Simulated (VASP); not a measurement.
Runs of VASP 6.6.1 on PbS. The structure is that of space group Fm-3m (No. 225), or close to it. The cells are those of the table. 

```csv
cell,gap on the mesh (eV),pressure (GPa)
"a = 4.204, b = 4.193 Å, angles 60.1, 59.8, 60.1°, 2 atoms",0.38,(c)
"a = 4.230, b = 4.193 Å, angles 60.3, 59.4, 60.3°, 2 atoms",0.42,-0.9
"a = 4.151, b = 4.193 Å, angles 59.7, 60.7, 59.7°, 2 atoms",0.27,1.3
"a = 4.162, b = 4.193 Å, angles 59.8, 60.5, 59.8°, 2 atoms",0.30,1.0
"a = 4.225, b = 4.193 Å, angles 60.2, 59.5, 60.2°, 2 atoms",0.41,-0.8
"a = 4.172, b = 4.193 Å, angles 59.8, 60.3, 59.8°, 2 atoms",0.32,(b)
"a = 4.214, b = 4.193 Å, angles 60.2, 59.7, 60.2°, 2 atoms",0.39,(a)
"a = 4.235, b = 4.193 Å, angles 60.3, 59.3, 60.3°, 2 atoms",0.42,-1.0
"a = 4.183, b = 4.193 Å, angles 59.9, 60.2, 59.9°, 2 atoms",0.34,0.3
```

Alike in all rows: task single point; level PBE+D3(BJ); potentials or basis VASP PAW PBE potentials, release 64 (Pb_d, S); no spin polarisation; k mesh 10 × 10 × 10; cutoff (eV) 520; smearing gaussian 0.03 eV.

Fill in the values left out.

(a) -0.5; (b) 0.7; (c) -0.2.

Caveats: spin-orbit coupling is left out, which moves the levels of the heavy elements.

A k mesh can miss the band edges, and the runs leave out spin-orbit coupling on Pb.
